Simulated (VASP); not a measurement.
TaPtAu, 6 atoms in the cell. The structure is tetragonal, space group P4/nmm (No. 129). Conventional cell: a = 3.955 Å, b = 3.955 Å, c = 6.815 Å, α = 90.00°, β = 90.00°, γ = 90.00°. Ta (site symmetry 4mm) has 5 Au at 2.67 to 2.80 Å and 4 Pt at 2.81 Å within 3.5 Å. Within 3.7 Å of Pt (site symmetry -4m2) lie 4 Pt at 2.80 Å and 4 Ta at 2.81 Å and 4 Au at 2.92 Å. Au (site symmetry 4mm) has 5 Ta at 2.67 to 2.80 Å and 4 Pt at 2.92 Å within 3.5 Å. 

- Program: VASP 6.6.1
- Task: relaxation of cell and atoms
- Functional: PBE
- Potentials or basis: VASP PAW PBE potentials, release 64 (Ta_pv, Pt, Au)
- Cutoff: 600 eV
- k mesh: 10 × 10 × 6
- Occupations: gaussian, width 0.1 eV
- Spin: no spin polarisation
- Dipole correction: no
- Further INCAR settings: ALGO = Fast; EDIFF = 1e-06; IBRION = 2; EDIFFG = -0.01; NSW = 100; ISIF = 3

Potentials or basis: VASP PAW PBE potentials, release 64 (Ta_pv, Pt, Au).

Run with:

```sh
$ cat potpaw_PBE.64/Ta_pv/POTCAR potpaw_PBE.64/Pt/POTCAR potpaw_PBE.64/Au/POTCAR > POTCAR
$ mpirun -np 1 vasp_std > vasp.out
```

Hardware: 1 thread of Intel(R) Xeon(R) Platinum 8488C (Sapphire Rapids) (shared host).

Problem. Estimate the wall time of this run.

Solution. Wall time 16 min on 1 thread of Intel(R) Xeon(R) Platinum 8488C (Sapphire Rapids) (shared host), peak memory 0.52 GiB. Counts: scf iterations 53, k points 84, ion steps 7.
